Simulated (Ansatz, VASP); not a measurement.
## One calculation of ZnSnN2, two programs

```xyz
4
Lattice="1.5520 0.8961 5.0468 -1.5520 0.8961 5.0468 0.0000 -1.7921 5.0468" Properties=species:S:1:pos:R:3 pbc="T T T"
Zn    1.5520    0.8961    5.0468
Sn    0.0000    0.0000    7.5702
N     0.0000    0.0000    3.7485
N     0.0000    0.0000   11.3919
```

Change from the starting cell: hydrostatic strain -2.0%.

Alike in both runs: task single point; functional PBE; k mesh 10 × 10 × 10; occupations fermi-dirac, width 0.02 eV; no spin polarisation.

|  | VASP | Ansatz |
| --- | --- | --- |
| version | VASP 6.6.1 | Ansatz 0.2.0 |
| potentials or method | VASP PAW PBE potentials, release 64 (Zn, Sn_d, N) | plane waves, PAW |
| plane-wave cutoff (eV) | 520 | 420 |
| valence electrons in the cell | 36 | 36 |

Ansatz gave:

```
gap on the k mesh at the Fermi level (eV)                     : 1.03
pressure (GPa)                                                : 19.9
traceless stress, the component that is largest in VASP (GPa) : -1.18
rms of the force components (eV/Å)                            : 0.087
```

What did VASP give for the same quantities?

gap on the k mesh at the Fermi level (eV): 1.02; pressure (GPa): 20.5; traceless stress, the component that is largest in VASP (GPa): -1.14; rms of the force components (eV/Å): 0.084.

Atom by atom the forces differ by 0.003 eV/Å (rms over components).
